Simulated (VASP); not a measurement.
# Cd in VASP: further runs

The runs below take Cd through single point, with PBE.

Everything below comes from runs of VASP 6.6.1. Logs are shortened: lines on timing, memory, paths and dates and some standing lists are left out, and cuts for length are marked.

### Step 1. The cell of the first run

The structure is hexagonal, space group P6_3/mmc (No. 194). The conventional cell has a = 2.894 Å, b = 2.894 Å, c = 6.175 Å, α = 90.00°, β = 90.00°, γ = 120.00°. Within 3.8 Å of Cd (site symmetry -6m2) lie 12 Cd at 2.89 to 3.51 Å.

### Step 2. Single point, PBE (biaxial strain in the a-b plane: -4.0 %, then relaxed in part)

Input file INCAR:

```
ALGO     = Normal         # electronic algorithm
EDIFF    = 1E-6           # SCF threshold, eV
ENCUT    = 630            # plane-wave cutoff, eV
GGA      = PE             # functional
GGA_COMPAT= F            
ISIF     = 2              # what is computed and relaxed
ISMEAR   = 0              # smearing method
LASPH    = T              # aspherical terms in the spheres
LCHARG   = F              # write CHGCAR
LREAL    = F              # projectors in reciprocal space
LWAVE    = F              # write WAVECAR
NBANDS   = 27             # bands
NELM     = 120            # most SCF steps
PREC     = Accurate       # precision mode
SIGMA    = 0.1            # smearing width, eV
```

Input file KPOINTS:

```
k-points
0
Gamma
  21 21 10
```

Input file POSCAR:

```
Cd
1.0
    2.8942550104      0.0000000000      0.0000000000
   -1.4471275052      2.5064983641      0.0000000000
    0.0000000000      0.0000000000      6.1747060478
Cd
2
Direct
    0.3333333333      0.6666666667      0.2500000000
    0.6666666667      0.3333333333      0.7500000000
```

Potentials or basis: VASP PAW PBE potentials, release 64 (Cd_sv_GW).

On the command line:

```sh
$ cat potpaw_PBE.64/Cd_sv_GW/POTCAR > POTCAR
$ mpirun -np 1 vasp_std > vasp.out
```

OUTCAR:

```text
EDIFF = 1E-6
   ENCUT = 630
   GGA = PE
   ISIF = 2
   ISMEAR = 0
   LASPH = T
   LREAL = F
   NELM = 120
   PREC = Accurate

 ion  position               nearest neighbor table
   1  0.333  0.667  0.250-
   2  0.667  0.333  0.750-

  LATTYP: Found a hexagonal cell.
 ALAT       =     2.8942550104
 C/A-ratio  =     2.1334353834

  Lattice vectors:

 A1 = (   2.8942550104,   0.0000000000,   0.0000000000)
 A2 = (  -1.4471275052,   2.5064983641,   0.0000000000)
 A3 = (   0.0000000000,   0.0000000000,   6.1747060478)

Analysis of symmetry for initial positions (statically):
=====================================================================
 Subroutine PRICEL returns:
 Original cell was already a primitive cell.

 Routine SETGRP: Setting up the symmetry group for a
 hexagonal supercell.

 Subroutine GETGRP returns: Found 24 space group operations
 (whereof 12 operations were pure point group operations)
 out of a pool of 24 trial point group operations.

The static configuration has the point symmetry D_3d.
 The point group associated with its full space group is D_6h.

Analysis of symmetry for dynamics (positions and initial velocities):
=====================================================================
 Subroutine PRICEL returns:
 Original cell was already a primitive cell.

 Routine SETGRP: Setting up the symmetry group for a
 hexagonal supercell.

 Subroutine GETGRP returns: Found 24 space group operations
 (whereof 12 operations were pure point group operations)
 out of a pool of 24 trial point group operations.

The dynamic configuration has the point symmetry D_3d.
 The point group associated with its full space group is D_6h.

 Subroutine INISYM returns: Found 24 space group operations
 (whereof 12 operations are pure point group operations),
 and found     1 'primitive' translations

----------------------------------------------------------------------------------------

                                     Primitive cell

  volume of cell :      44.7941

  direct lattice vectors                    reciprocal lattice vectors
     2.894255010  0.000000000  0.000000000     0.345512056  0.199481479  0.000000000
    -1.447127505  2.506498364  0.000000000     0.000000000  0.398962957  0.000000000
     0.000000000  0.000000000  6.174706048     0.000000000  0.000000000  0.161951029

  length of vectors
     2.894255010  2.894255010  6.174706048     0.398962957  0.398962957  0.161951029

  position of ions in fractional coordinates (direct lattice)
     0.333333333  0.666666667  0.250000000
     0.666666667  0.333333333  0.750000000

  ion indices of the primitive-cell ions
   primitive index   ion index
                 1           1
                 2           2

----------------------------------------------------------------------------------------

 KPOINTS: k-points

Automatic generation of k-mesh.
 Grid dimensions read from file:
 generate k-points for:   21   21   10

 Generating k-lattice:

  Cartesian coordinates                     Fractional coordinates (reciprocal lattice)
     0.016452955  0.009499118  0.000000000     0.047619048  0.000000000  0.000000000
     0.000000000  0.018998236  0.000000000     0.000000000  0.047619048  0.000000000
     0.000000000  0.000000000  0.016195103     0.000000000  0.000000000  0.100000000

  Length of vectors
     0.018998236  0.018998236  0.016195103

  Shift w.r.t. Gamma in fractional coordinates (k-lattice)
     0.000000000  0.000000000  0.000000000

 Subroutine IBZKPT returns following result:
 ===========================================

 Found    288 irreducible k-points:

 Following reciprocal coordinates:
            Coordinates               Weight
  0.000000  0.000000  0.000000      1.000000
  0.047619 -0.000000  0.000000      6.000000
  0.095238  0.000000  0.000000      6.000000
  0.142857  0.000000  0.000000      6.000000
  0.190476  0.000000  0.000000      6.000000
  0.238095  0.000000  0.000000      6.000000
[... 16 lines left out ...]
  0.142857  0.095238  0.000000     12.000000
  0.190476  0.095238  0.000000     12.000000
 [... further k-points ...]
   k-points           NKPTS =    288   k-points in BZ     NKDIM =    288   number of bands    NBANDS=     27
   number of dos      NEDOS =    301   number of ions     NIONS =      2
   total plane-waves  NPLWV =  31104
   dimension x,y,z NGX =    24 NGY =   24 NGZ =   54
   dimension x,y,z NGXF=    48 NGYF=   48 NGZF=  108
   ions per type =               2
   NGX,Y,Z   is equivalent  to a cutoff of  13.79, 13.79, 14.54 a.u.
   NGXF,Y,Z  is equivalent  to a cutoff of  27.57, 27.57, 29.08 a.u.
 SYSTEM =  unknown system
   PREC   = accura    normal or accurate (medium, high low for compatibility)
   ISTART =      0    job   : 0-new  1-cont  2-samecut
   ICHARG =      2    charge: 1-file 2-atom 10-const
   ISPIN  =      1    spin polarized calculation?
   LNONCOLLINEAR =      F non collinear calculations
   LSORBIT =      F    spin-orbit coupling
   LASPH  =      T    aspherical Exc in radial PAW
   ENCUT  =  630.0 eV  46.30 Ry    6.80 a.u.   5.92  5.92 12.64*2*pi/ulx,y,z
   NELM   =    120;   NELMIN=  2; NELMDL= -5     # of ELM steps
   EDIFF  = 0.1E-05   stopping-criterion for ELM
   LREAL  =      F    real-space projection
[... 7 lines left out ...]
   TEBEG  =    0.0;   TEEND  =   0.0 temperature during run
   PSTRESS=    0.0 pullay stress
   NELECT =      40.0000    total number of electrons
   NUPDOWN=      -1.0000    fix difference up-down
   EMIN   =  10.00;   EMAX   =-10.00  energy-range for DOS
   EFERMI =   0.00;   METHOD = LEGACY
   ISMEAR =     0;   SIGMA  =   0.10  broadening in eV -4-tet -1-fermi 0-gaus
   EFERMI_NEDOS =   21; number of points for ismear=-14 and -15
   IALGO  =     38    algorithm
   IMIX   =      4    mixing-type and parameters
     AMIX     =   0.40;   BMIX     =  1.00
     AMIX_MAG =   1.60;   BMIX_MAG =  1.00
  volume/ion in A,a.u.               =      22.40       151.14
  Fermi-wavevector in a.u.,A,eV,Ry     =   1.576478  2.979112 33.814339  2.485284
  Thomas-Fermi vector in A             =   2.677305
   LORBIT       =      0    0 simple, 1 ext, 2 COOP (PROOUT), +10 PAW based schemes
   GGA     = PE    functional components
   LHFCALC =     F    Hartree Fock is set to
   AEXX    =    0.0000 exact exchange contribution
   IVDW    =     0    specifies the selected vdW correction
   LEPSILON=     F    determine dielectric tensor
   LRPA    =     F    only Hartree local field effects (RPA)
 non-spin polarized calculation
 Gauss-broadening in eV      SIGMA  =   0.10
  energy-cutoff  :      630.00
  volume of cell :       44.79
 maximum number of plane-waves:      1638
 NGX is ok and might be reduce to    24

 number of electron      40.0000011 magnetization

 Free energy of the ion-electron system (eV)
  ---------------------------------------------------
  ext. energy  EPLUGINS =         0.00000000
  ---------------------------------------------------
  free energy    TOTEN  =        -1.52831284 eV

  energy without entropy =       -1.52469790  energy(sigma->0) =       -1.52650537

 E-fermi :   6.0871     XC(G=0): -11.0424

 val. band max:        6.0866659039   @ k =   0.3333   0.2381   0.4000
 cond. band min:       6.1172951471   @ k =   0.3810   0.1905   0.0000
 fundamental gap:      0.0306292432
 Fermi energy:         6.0870863529

 k-point     1 :       0.0000    0.0000    0.0000
  band No.  band energies     occupation
      1     -97.0102      2.00000
      2     -97.0098      2.00000
      3     -58.0532      2.00000
      4     -58.0449      2.00000
      5     -58.0097      2.00000
      6     -58.0097      2.00000
[... 19 lines left out ...]
     26      22.5584      0.00000
     27      22.5623      0.00000

 k-point     2 :       0.0476   -0.0000    0.0000
  band No.  band energies     occupation
      1     -97.0100      2.00000
      2     -97.0097      2.00000
      3     -58.0530      2.00000
      4     -58.0448      2.00000
      5     -58.0113      2.00000
      6     -58.0106      2.00000
[... 19 lines left out ...]
     26      21.9642      0.00000
     27      22.2343      0.00000

 k-point     3 :       0.0952    0.0000    0.0000
  band No.  band energies     occupation
      1     -97.0096      2.00000
      2     -97.0093      2.00000
      3     -58.0524      2.00000
      4     -58.0444      2.00000
      5     -58.0162      2.00000
      6     -58.0155      2.00000
[... 19 lines left out ...]
     26      20.9746      0.00000
     27      22.1616      0.00000

 k-point     4 :       0.1429    0.0000    0.0000
  band No.  band energies     occupation
      1     -97.0090      2.00000
      2     -97.0086      2.00000
      3     -58.0514      2.00000
      4     -58.0439      2.00000
      5     -58.0238      2.00000
      6     -58.0232      2.00000
[... 19 lines left out ...]
     26      20.2576      0.00000
     27      21.3366      0.00000

 k-point     5 :       0.1905    0.0000    0.0000
  band No.  band energies     occupation
      1     -97.0081      2.00000
      2     -97.0078      2.00000
      3     -58.0500      2.00000
      4     -58.0432      2.00000
      5     -58.0334      2.00000
      6     -58.0329      2.00000
[... 19 lines left out ...]
     26      19.3710      0.00000
     27      19.6701      0.00000

 k-point     6 :       0.2381    0.0000    0.0000
  band No.  band energies     occupation
      1     -97.0072      2.00000
      2     -97.0069      2.00000
      3     -58.0485      2.00000
      4     -58.0443      2.00000
      5     -58.0437      2.00000
      6     -58.0423      2.00000
[... 444 lines left out ...]
      1     -97.0036      2.00000
      2     -97.0035      2.00000
      3     -58.0840      2.00000
      4     -58.0833      2.00000
      5     -58.0423      2.00000
      6     -58.0397      2.00000
[... 19 lines left out ...]
     26      18.3675      0.00000
     27      19.4757      0.00000

 k-point    22 :       0.0952    0.0952    0.0000
  band No.  band energies     occupation
      1     -97.0086      2.00000
      2     -97.0083      2.00000
      3     -58.0508      2.00000
      4     -58.0435      2.00000
      5     -58.0275      2.00000
      6     -58.0271      2.00000
[... 19 lines left out ...]
     26      20.7392      0.00000
     27      21.3277      0.00000

 k-point    23 :       0.1429    0.0952    0.0000
  band No.  band energies     occupation
      1     -97.0078      2.00000
      2     -97.0075      2.00000
      3     -58.0495      2.00000
      4     -58.0428      2.00000
      5     -58.0363      2.00000
      6     -58.0359      2.00000
[... 19 lines left out ...]
     26      19.4642      0.00000
     27      19.7745      0.00000

 k-point    24 :       0.1905    0.0952    0.0000
  band No.  band energies     occupation
      1     -97.0069      2.00000
      2     -97.0066      2.00000
      3     -58.0480      2.00000
      4     -58.0461      2.00000
      5     -58.0458      2.00000
      6     -58.0420      2.00000
[... 19 lines left out ...]
     26      18.3470      0.00000
     27      18.7214      0.00000

 [... further k-points ...]
[... 5 lines left out ...]
  --------------------------------------------------------------------------------------
  -------------------------------------------------------------------------------------
  Total        1.4682510      1.4682510     -0.0623653      0.0000000     -0.0000000      0.0000000
  in kB       52.5158474     52.5158474     -2.2306600      0.0000000     -0.0000000      0.0000000
  external PRESSURE =      34.2670116 kB  Pullay stress =       0.0000000 kB

 VOLUME and BASIS-vectors are now :
 -----------------------------------------------------------------------------
  energy-cutoff  :      630.00
  volume of cell :       44.79
      direct lattice vectors                 reciprocal lattice vectors
     2.894255010  0.000000000  0.000000000     0.345512056  0.199481479  0.000000000
    -1.447127505  2.506498364  0.000000000     0.000000000  0.398962957  0.000000000
     0.000000000  0.000000000  6.174706048     0.000000000  0.000000000  0.161951029

 POSITION                                       TOTAL-FORCE (eV/Angst)
 -----------------------------------------------------------------------------------
     -0.00000      1.67100      1.54368        -0.000000      0.000000      0.000000
      1.44713      0.83550      4.63103         0.000000     -0.000000      0.000000
 -----------------------------------------------------------------------------------
    total drift:                                0.000000     -0.000000      0.000000

  FREE ENERGIE OF THE ION-ELECTRON SYSTEM (eV)
  ---------------------------------------------------
  free  energy   TOTEN  =        -1.5283128390 eV

  energy  without entropy=       -1.5246978974  energy(sigma->0) =       -1.52650537
```

It took 4.7 min on 1 thread of Intel Xeon Platinum 8375C at 2.90GHz (Ice Lake), shared host; peak memory 0.53 GiB.

What came out:

| Property | Result |
| --- | --- |
| Free energy | -1.5283 eV |
| Pressure | 3.4 GPa |
| Band gap on the k mesh | zero (bands 20 and 21 overlap by 4.91 eV) |

Caveat: the cell differs from its parent crystal (biaxial strain in the a-b plane: -4.0 %, then relaxed in part); the stress differs along the axes, from -0 to 5 GPa.

### Step 3. Single point, PBE

This run uses another cell than the first one: it holds 4 atoms, not 2.

Input file INCAR:

```
PREC = Accurate ; ENCUT = 520
EDIFF = 1E-7 ; ISMEAR = 0
SIGMA = 0.1 ; LREAL = F
LASPH = T ; NELM = 80
ALGO = Fast ; ISIF = 2
LWAVE = F ; LCHARG = F
GGA = PE ; NBANDS = 32
```

Input file KPOINTS:

```
regular mesh
0
Gamma
  12 8 8
```

Input file POSCAR:

```
Cd
1.0
    1.4934770645      2.5867781555      0.0000000000
   -4.5329511755      2.6171005815      0.0000000000
    0.0000000000      0.0000000000      5.8974178252
Cd
4
Direct
    0.5000000000      0.1700522238      0.2500000000
    0.0000000000      0.6700522238      0.2500000000
    0.5000000000      0.8299477762      0.7500000000
    0.0000000000      0.3299477762      0.7500000000
```

Potentials or basis: VASP PAW PBE potentials, release 64 (Cd).

On the command line:

```sh
$ cat potpaw_PBE.64/Cd/POTCAR > POTCAR
$ mpirun -np 1 vasp_std > vasp.out
```

Run time: 2.3 min. Hardware: 1 thread of Intel Xeon 6975P-C (Granite Rapids), shared host; peak memory 0.47 GiB.

It converged, with:

- Free energy: -2.9856 eV
- Pressure: 0.3 GPa
- Band gap on the k mesh: zero (bands 24 and 25 overlap by 2.98 eV)

Stress tensor (GPa, compression positive):
```
0.34 0.06 0.00
0.06 0.41 0.00
0.00 0.00 0.17
```

Levels at points of the mesh, in eV from the Fermi level:
```tsv
k point	band 21	band 22	band 23	band 24	band 25	band 26	band 27	band 28
(0.00, 0.00, 0.00)	-8.19	-3.50	-2.90	-2.15	-1.74	1.53	2.60	2.82
(0.50, 0.00, 0.00)	-3.36	-3.36	0.57	0.57	2.41	2.41	2.58	2.58
(0.00, 0.50, 0.00)	-6.90	-6.90	-2.42	-2.42	-0.92	-0.92	5.86	5.86
(0.50, 0.50, 0.00)	-2.05	-2.05	-1.65	-1.65	1.69	1.69	2.68	2.68
(0.00, 0.00, 0.50)	-7.11	-7.11	-1.38	-1.38	-0.09	-0.09	2.92	2.92
(0.50, 0.00, 0.50)	-2.20	-2.20	-2.20	-2.20	3.72	3.72	3.72	3.72
(0.00, 0.50, 0.50)	-5.58	-5.58	-5.58	-5.58	4.34	4.34	4.34	4.34
(0.50, 0.50, 0.50)	-1.33	-1.33	-1.33	-1.33	0.09	0.09	0.09	0.09
```

### Step 4. Single point, PBE (strained)

Input file INCAR:

```
SYSTEM = Cd
ALGO = Normal ; EDIFF = 1E-6
ENCUT = 630 ; GGA = PE
GGA_COMPAT = .False. ; ISIF = 2
ISMEAR = 0 ; LASPH = .True.
LCHARG = .False. ; LREAL = .False.
LWAVE = .False. ; NBANDS = 27
NELM = 120 ; PREC = Accurate
SIGMA = 0.1
```

Input file KPOINTS:

```
k-points
0
Gamma
  18 18 8
  0 0 0
```

Input file POSCAR:

```
Cd
1.0
    2.9069029483      0.0000000000      0.0000000000
   -1.4534514741      2.5174517995      0.0000000000
    0.0000000000      0.0000000000      5.6504570760
Cd
2
Direct
    0.3333333333      0.6666666667      0.2500000000
    0.6666666667      0.3333333333      0.7500000000
```

Potentials or basis: VASP PAW PBE potentials, release 64 (Cd_sv_GW).

On the command line:

```sh
$ cat potpaw_PBE.64/Cd_sv_GW/POTCAR > POTCAR
$ mpirun -np 1 vasp_std > vasp.out
```

Wall time 83 s (1 thread of Intel Xeon 6975P-C (Granite Rapids), shared host); peak memory 0.37 GiB.

The run converged. Its results:

* Free energy: -1.5113 eV
* Pressure: 6.3 GPa
* Band gap on the k mesh: zero (bands 20 and 21 overlap by 5.05 eV)

Stress tensor (GPa, compression positive):
```
7.45 0.00 0.00
0.00 7.45 0.00
0.00 0.00 3.92
```

Levels at points of the mesh, in eV from the Fermi level:
```tsv
k point	band 16	band 17	band 18	band 19	band 20	band 21	band 22	band 23	band 24	band 25
(0.00, 0.00, 0.00)	-8.78	-8.78	-8.54	-8.54	-3.36	-3.33	9.78	14.05	14.56	15.20
(0.50, 0.00, 0.00)	-8.59	-8.21	-8.19	-2.38	-1.72	1.91	3.03	3.30	5.30	8.79
(0.00, 0.00, 0.50)	-8.65	-8.65	-8.65	-7.66	-7.66	3.32	3.32	14.33	14.33	16.47
(0.50, 0.00, 0.50)	-8.57	-8.20	-8.20	-1.63	-1.63	0.30	0.30	7.86	7.86	10.40
```

Caveat: the cell differs from its parent crystal (strained); the cell stands under pressure.

### Step 5. Summary

```csv
potentials or basis,cell,k mesh,cutoff (eV),gap on the mesh (eV),pressure (GPa)
"VASP PAW PBE potentials, release 64 (Cd_sv_GW)","a = 2.894, b = 2.894, c = 6.175 Å, angles 90.0, 90.0, 120.0°, 2 atoms, atomic positions A",21 × 21 × 10,630,none,3.4
"VASP PAW PBE potentials, release 64 (Cd)","a = 2.987, b = 5.234, c = 5.897 Å, 4 atoms, atomic positions B",12 × 8 × 8,520,none,0.3
"VASP PAW PBE potentials, release 64 (Cd_sv_GW)","a = 2.907, b = 2.907, c = 5.650 Å, angles 90.0, 90.0, 120.0°, 2 atoms, atomic positions A",18 × 18 × 8,630,none,6.3
```

Alike in all rows: task single point; level PBE; no spin polarisation; smearing gaussian 0.1 eV.

Caveats: the stress differs along the axes, from -0 to 5 GPa (at least some runs); the cell stands under pressure (at least some runs).

Total energies depend on the potentials used, so only differences within one code and one set of settings carry meaning.

The gap in the log of VASP goes by the Fermi energy; the results here count the filled bands.